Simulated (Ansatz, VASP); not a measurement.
## Rb: VASP beside Ansatz

```
Rb
1.0
     0.00000    3.63988    3.63988
     3.63988    0.00000    3.63988
     3.63988    3.63988    0.00000
Rb
1
Direct
  0.99313 0.00687 0.00687
```

Alike in both runs: task single point; functional PBE; k mesh 2 × 2 × 2; occupations gaussian, width 0.1 eV; no spin polarisation.

```csv
,VASP,Ansatz
version,VASP 6.6.1,Ansatz 0.2.0
potentials or method,"VASP PAW PBE potentials, release 64 (Rb_sv), cutoff 500 eV","scalar-relativistic, plane waves, PAW"
valence electrons in the cell,9,9
```

|  | VASP | Ansatz | Ansatz less VASP |
| --- | --- | --- | --- |
| gap on the k mesh at the Fermi level (eV) | none | none | - |
| pressure (GPa) | -0.2 | -0.2 | 0.00 |

A gap of «none» marks a metal or a gap that the smearing closes. The functional is the same, so the differences come from potentials, cutoffs and numerics.

The k mesh is coarse, so the values compare programs but aren't converged.
